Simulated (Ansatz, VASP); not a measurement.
**One calculation of Sb2As2C, two programs**

```
Sb As C
1.0
     4.04769    0.00000    0.00000
    -2.02385    3.50540    0.00000
     0.00000    0.00000    8.69874
Sb As C
2 2 1
Cartesian
  0.0000 0.0000 1.8067
  0.0000 0.0000 6.8921
  0.0000 2.3369 0.0000
  2.0238 1.1685 0.0000
  2.0238 1.1685 4.3494
```

Change from the starting cell: species swapped into the La2Ni2I type (P-6m2, No. 187).

Alike in both runs: task single point; functional PBE; k mesh 6 × 6 × 2; occupations gaussian, width 0.1 eV; no spin polarisation.

```csv
,VASP,Ansatz
version,VASP 6.6.1,Ansatz 0.2.0
potentials or method,"VASP PAW PBE potentials, release 64 (Sb, As, C), cutoff 520 eV","scalar-relativistic, plane waves, PAW"
valence electrons in the cell,24,64
```

|  | VASP | Ansatz | Ansatz less VASP |
| --- | --- | --- | --- |
| gap on the k mesh at the Fermi level (eV) | none | none | - |
| pressure (GPa) | 10.3 | 10.1 | -0.26 |
| traceless stress, the component that is largest in VASP (GPa) | -9.92 | -9.73 | +0.195 |
| rms of the force components (eV/Å) | 1.152 | 1.145 | -0.0066 |

Atom by atom the forces differ by 0.007 eV/Å (rms over components). A gap of «none» marks a metal or a gap that the smearing closes. VASP's potentials hold 24 valence electrons a cell and Ansatz's 64, so a difference there can come from the potentials and not from the codes.

The k mesh is coarse, so the values compare programs but aren't converged. Spin-orbit coupling is off throughout.
